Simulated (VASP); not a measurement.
Input of a VASP 6.6.1 run:

The input INCAR:

```
SYSTEM = In2O3
  PREC = Accurate
  ENCUT = 520
  EDIFF = 1E-8
  ISMEAR = -1
  SIGMA = 0.02
  LREAL = .False.
  LASPH = .True.
  NELM = 60
  ALGO = Normal
  ISIF = 2
  LWAVE = .False.
  LCHARG = .False.
  GGA = RP
  LEFG = .True.
  NBANDS = 55
```

KPOINTS

```
Automatic mesh
0
Gamma
  4 4 4
  0.5 0.5 0.5
```

POSCAR

```
In2O3
1.0
    2.7435000000      1.5839604635      4.8366666667
   -2.7435000000      1.5839604635      4.8366666667
    0.0000000000     -3.1679209270      4.8366666667
In O
4 6
Direct
    0.3579101234      0.3579101234      0.3579101234
    0.1420898766      0.1420898766      0.1420898766
    0.6420898766      0.6420898766      0.6420898766
    0.8579101234      0.8579101234      0.8579101234
    0.5459308203      0.9540691797      0.2500000000
    0.2500000000      0.5459308203      0.9540691797
    0.9540691797      0.2500000000      0.5459308203
    0.4540691797      0.0459308203      0.7500000000
    0.7500000000      0.4540691797      0.0459308203
    0.0459308203      0.7500000000      0.4540691797
```

Potentials or basis: VASP PAW PBE potentials, release 64 (In_d, O).

The run is started by

```sh
$ cat potpaw_PBE.64/In_d/POTCAR potpaw_PBE.64/O/POTCAR > POTCAR
$ mpirun -np 1 vasp_std > vasp.out
```

Question: Predict the pressure.

Answer: 13.2 GPa.

Question: What does it give for the band gap on the k mesh?

Answer: 1.87 eV, indirect (least direct gap 1.91 eV).

Forces in eV/Å, atoms in the order of the input:
```
In   0.000  0.000  0.000
In   0.000  0.000  0.000
In   0.000  0.000  0.000
In   0.000  0.000  0.000
O    0.002  0.000  0.000
O   -0.001  0.002  0.000
O   -0.001 -0.002  0.000
O   -0.002  0.000  0.000
O    0.001 -0.002  0.000
O    0.001  0.002  0.000
```

Caveat: without QUAD_EFG the Cq values of the log hold for a quadrupole moment of 1 mb, not for the nuclei; the PAW data sets were made with another functional, which shifts forces and pressure a little; spin-orbit coupling is left out, which moves the levels of the heavy elements. A k mesh can miss the band edges.
